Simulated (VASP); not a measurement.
# Au (P6_3/mmc) in VASP: a series of runs, part 2 of 2

VASP 6.6.1. The steps go on from the part before.

### 5 Single point, PBEsol

File INCAR:

```
SYSTEM = Au
PREC = Accurate
ENCUT = 520
EDIFF = 1E-7
ISMEAR = -1
SIGMA = 0.1
LREAL = .False.
LASPH = .True.
NELM = 60
ALGO = Normal
ISIF = 2
LWAVE = .False.
LCHARG = .False.
GGA = PS
NBANDS = 18
```

File KPOINTS:

```
regular mesh
0
Gamma
  9 9 5
  0 0 0
```

File POSCAR:

```
Au
1.0
    2.9000000000      0.0000000000      0.0000000000
   -1.4500000000      2.5114736700      0.0000000000
    0.0000000000      0.0000000000      4.8800000000
Au
2
Direct
    0.3333333333      0.6666666667      0.7500000000
    0.6666666667      0.3333333333      0.2500000000
```

Potentials or basis: VASP PAW PBE potentials, release 64 (Au).

The run is started by

```console
> cat potpaw_PBE.64/Au/POTCAR > POTCAR
> mpirun -np 1 vasp_std > vasp.out
```

OUTCAR:

```text
SYSTEM = Au
   PREC = Accurate
   ENCUT = 520
   EDIFF = 1E-7
   ISMEAR = -1
   LREAL = .False.
   LASPH = .True.
   NELM = 60
   ISIF = 2
   GGA = PS

 ion  position               nearest neighbor table
   1  0.333  0.667  0.750-   2 2.96   2 2.96   2 2.96   2 2.96   2 2.96   2 2.96
   2  0.667  0.333  0.250-   1 2.96   1 2.96   1 2.96   1 2.96   1 2.96   1 2.96

  LATTYP: Found a hexagonal cell.
 ALAT       =     2.9000000000
 C/A-ratio  =     1.6827586207

  Lattice vectors:

 A1 = (   2.9000000000,   0.0000000000,   0.0000000000)
 A2 = (  -1.4500000000,   2.5114736700,   0.0000000000)
 A3 = (   0.0000000000,   0.0000000000,   4.8800000000)

Analysis of symmetry for initial positions (statically):
=====================================================================
 Subroutine PRICEL returns:
 Original cell was already a primitive cell.

 Routine SETGRP: Setting up the symmetry group for a
 hexagonal supercell.

 Subroutine GETGRP returns: Found 24 space group operations
 (whereof 12 operations were pure point group operations)
 out of a pool of 24 trial point group operations.

The static configuration has the point symmetry D_3d.
 The point group associated with its full space group is D_6h.

Analysis of symmetry for dynamics (positions and initial velocities):
=====================================================================
 Subroutine PRICEL returns:
 Original cell was already a primitive cell.

 Routine SETGRP: Setting up the symmetry group for a
 hexagonal supercell.

 Subroutine GETGRP returns: Found 24 space group operations
 (whereof 12 operations were pure point group operations)
 out of a pool of 24 trial point group operations.

The dynamic configuration has the point symmetry D_3d.
 The point group associated with its full space group is D_6h.

 Subroutine INISYM returns: Found 24 space group operations
 (whereof 12 operations are pure point group operations),
 and found     1 'primitive' translations

[... 110 lines left out ...]
   EFERMI_NEDOS =   21; number of points for ismear=-14 and -15
   IALGO  =     38    algorithm
   IMIX   =      4    mixing-type and parameters
     AMIX     =   0.40;   BMIX     =  1.00
     AMIX_MAG =   1.60;   BMIX_MAG =  1.00
  volume/ion in A,a.u.               =      17.77       119.93
  Fermi-wavevector in a.u.,A,eV,Ry     =   1.395191  2.636528 26.484517  1.946557
  Thomas-Fermi vector in A             =   2.518667
   LORBIT       =      0    0 simple, 1 ext, 2 COOP (PROOUT), +10 PAW based schemes
   GGA     = PS    functional components
   LHFCALC =     F    Hartree Fock is set to
   AEXX    =    0.0000 exact exchange contribution
   IVDW    =     0    specifies the selected vdW correction
   LEPSILON=     F    determine dielectric tensor
   LRPA    =     F    only Hartree local field effects (RPA)
 non-spin polarized calculation
  energy-cutoff  :      520.00
  volume of cell :       35.54
 maximum number of plane-waves:       984
 NGX is ok and might be reduce to    24
   NGX = 11   NGY = 11   NGZ = 19

 number of electron      22.0000001 magnetization

 Free energy of the ion-electron system (eV)
  ---------------------------------------------------
  ext. energy  EPLUGINS =         0.00000000
  ---------------------------------------------------
  free energy    TOTEN  =        -7.85314380 eV

  energy without entropy =       -7.84605618  energy(sigma->0) =       -7.84959999

 E-fermi :   8.5610     XC(G=0): -12.6365

 val. band max:        8.4468038582   @ k =   0.1111   0.1111   0.2000
 cond. band min:       8.7388473683   @ k =   0.2222  -0.0000   0.2000
 fundamental gap:      0.2920435101
 Fermi energy:         8.5609603334

 k-point     1 :       0.0000    0.0000    0.0000
  band No.  band energies     occupation
      1      -0.8909      2.00000
      2       1.5431      2.00000
      3       3.9545      2.00000
      4       4.2382      2.00000
      5       4.2382      2.00000
      6       4.5269      2.00000
[... 481 lines left out ...]
      5       4.1391      2.00000
      6       4.1391      2.00000
[... 10 lines left out ...]
     17      21.2996      0.00000
     18      21.2996      0.00000

 [... further k-points ...]

------------------------ aborting loop because EDIFF is reached ----------------------------------------

  FORCE on cell =-STRESS in cart. coord.  units (eV):
  Direction    XX          YY          ZZ          XY          YZ          ZX
  --------------------------------------------------------------------------------------
  -------------------------------------------------------------------------------------
  Total       -1.4814455     -1.4814455     -1.6177903      0.0000000      0.0000000     -0.0000000
  in kB      -66.7805231    -66.7805230    -72.9266657      0.0000000      0.0000000     -0.0000000
  external PRESSURE =     -68.8292373 kB  Pullay stress =       0.0000000 kB

 VOLUME and BASIS-vectors are now :
 -----------------------------------------------------------------------------
  energy-cutoff  :      520.00
  volume of cell :       35.54
      direct lattice vectors                 reciprocal lattice vectors
     2.900000000  0.000000000  0.000000000     0.344827586  0.199086300  0.000000000
    -1.450000000  2.511473670  0.000000000     0.000000000  0.398172600  0.000000000
     0.000000000  0.000000000  4.880000000     0.000000000  0.000000000  0.204918033

 POSITION                                       TOTAL-FORCE (eV/Angst)
 -----------------------------------------------------------------------------------
     -0.00000      1.67432      3.66000        -0.000000      0.000000      0.000000
      1.45000      0.83716      1.22000         0.000000     -0.000000      0.000000
 -----------------------------------------------------------------------------------
    total drift:                               -0.000000      0.000000     -0.000000

  FREE ENERGIE OF THE ION-ELECTRON SYSTEM (eV)
  ---------------------------------------------------
  free  energy   TOTEN  =        -7.8531437955 eV

  energy  without entropy=       -7.8460561843  energy(sigma->0) =       -7.84959999
```

OSZICAR:

```text
N       E                     dE             d eps       ncg     rms          rms(c)
DAV:   1     0.124082622623E+03    0.12408E+03   -0.11604E+04  1296   0.118E+03
DAV:   2    -0.633629083464E+01   -0.13042E+03   -0.12451E+03  1384   0.262E+02
DAV:   3    -0.851251353022E+01   -0.21762E+01   -0.21624E+01  1544   0.342E+01
DAV:   4    -0.852194397503E+01   -0.94304E-02   -0.94290E-02  1448   0.234E+00
DAV:   5    -0.852202895448E+01   -0.84979E-04   -0.84979E-04  1454   0.237E-01    0.119E+01
DAV:   6    -0.789734119549E+01    0.62469E+00   -0.12124E+00  1326   0.998E+00    0.750E+00
DAV:   7    -0.785815926325E+01    0.39182E-01   -0.10268E-01  1444   0.285E+00    0.344E+00
DAV:   8    -0.785316410717E+01    0.49952E-02   -0.69278E-03  1366   0.690E-01    0.398E-01
DAV:   9    -0.785313563790E+01    0.28469E-04   -0.32378E-05  1502   0.481E-02    0.206E-02
DAV:  10    -0.785314393320E+01   -0.82953E-05   -0.21743E-06  1448   0.146E-02    0.637E-03
DAV:  11    -0.785314380961E+01    0.12359E-06   -0.10397E-07  1034   0.247E-03    0.885E-04
DAV:  12    -0.785314379552E+01    0.14089E-07   -0.90793E-09   710   0.704E-04
   1 F= -.78531438E+01 E0= -.78496000E+01  d E =-.708761E-02
```

stdout:

```text
POSCAR found type information on POSCAR Au
 POSCAR found :  1 types and       2 ions
 scaLAPACK will be used
 -----------------------------------------------------------------------------
|                                                                             |
|                                                                             |
|     You enforced a specific xc type in the INCAR file but a different       |
|     I HOPE YOU KNOW WHAT YOU ARE DOING!                                     |
|                                                                             |
 -----------------------------------------------------------------------------

 LDA part: xc-table for (Slater+PW92), standard interpolation
 POSCAR, INCAR and KPOINTS ok, starting setup
 FFT: planning ... GRIDC
 FFT: planning ... GRID_SOFT
 FFT: planning ... GRID
 WAVECAR not read
 entering main loop
```

It took 8.8 s on 1 thread of Intel Xeon Platinum 8559C (Emerald Rapids), shared host; peak memory 0.16 GiB.

Results:

* Free energy: -7.8531 eV
* Pressure: -6.9 GPa
* Band gap on the k mesh: zero (band 11 reaches 12.10 eV, above the bottom of band 12 at 6.20 eV)

Levels at points of the mesh, in eV from the Fermi level:
```tsv
k point	band 7	band 8	band 9	band 10	band 11	band 12	band 13	band 14	band 15	band 16
(0.00, 0.00, 0.00)	-4.03	-3.37	-3.37	-2.10	-2.10	-1.00	2.47	14.62	15.64	16.73
```

Caveat: the PAW data sets were made with another functional, which shifts forces and pressure a little; spin-orbit coupling is left out, which moves the levels of the heavy elements.

### 6 Summary

| k mesh | gap on the mesh (eV) | pressure (GPa) |
| --- | --- | --- |
| 3 × 3 × 2 | none | -7.6 |
| 5 × 5 × 3 | none | -7.1 |
| 7 × 7 × 4 | none | -7.2 |
| 9 × 9 × 5 | none | -6.9 |

Alike in all rows: task single point; level PBEsol; potentials or basis VASP PAW PBE potentials, release 64 (Au); no spin polarisation; cell as given; cutoff (eV) 520; smearing fermi-dirac 0.1 eV.

Caveats: some runs use coarse meshes; the PAW data sets were made with another functional, which shifts forces and pressure a little; spin-orbit coupling is left out, which moves the levels of the heavy elements.

Absolute energies hang on the potentials; compare differences alone.
